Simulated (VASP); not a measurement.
The system is As.

```
CELL_PARAMETERS angstrom
2.76707 -2.79208 0.00000
2.76707 2.79208 0.00000
0.00000 0.00000 2.68470
ATOMIC_POSITIONS crystal
As 0.26020 0.73980 0.50000
As 0.73980 0.26020 0.50000
```

| Quantity | Value |
| --- | --- |
| Program | VASP 6.6.1 |
| Task | relaxation of cell and atoms |
| Functional | PBE |
| Potentials or basis | VASP PAW PBE potentials, release 64 (As) |
| Cutoff | 600 eV |
| k mesh | 14 × 14 × 20 |
| Occupations | gaussian, width 0.1 eV |
| Spin | no spin polarisation |

At the start: pressure -0.6 GPa; volume 20.74 Å³/atom.

How do energy, volume and symmetry change on relaxing?

Over 41 steps the energy falls by 15.0 meV/atom and the volume is 21.79 Å³/atom (+5.0 %); space group Cmmm (No. 65, to 0.05 Å).

The path:
```tsv
step	energy change (eV)	largest force (eV/Å)	pressure (GPa)	volume (Å³)
1	0.0000	0.0147	-0.61	41.48
3	-0.0186	0.0083	0.11	41.05
5	-0.0186	0.0121	-0.03	41.12
7	-0.0186	0.0115	-0.02	41.12
9	-0.0187	0.0094	0.03	41.13
11	-0.0187	0.0100	0.02	41.13
13	-0.0188	0.0090	0.05	41.16
15	-0.0191	0.0076	0.20	41.26
17	-0.0205	0.0888	1.44	41.70
19	-0.0209	0.0461	1.07	41.60
21	-0.0209	0.0470	1.08	41.60
23	-0.0209	0.0513	1.12	41.62
25	-0.0209	0.0697	1.27	41.69
27	-0.0212	0.0703	1.27	41.74
29	-0.0223	0.0796	1.24	41.95
31	-0.0245	0.1820	1.28	42.77
33	-0.0291	0.0940	0.14	43.67
35	-0.0295	0.0672	-0.01	43.76
37	-0.0300	0.0145	0.07	43.54
39	-0.0301	0.0080	0.03	43.55
41	-0.0301	0.0019	-0.04	43.57
```

Final structure:
```
As
1.0
     2.71412   -2.87488    0.00000
     2.71412    2.87488    0.00000
     0.00000    0.00000    2.79197
As
2
Cartesian
  2.7141 1.2496 1.3960
  2.7141 -1.2496 1.3960
```
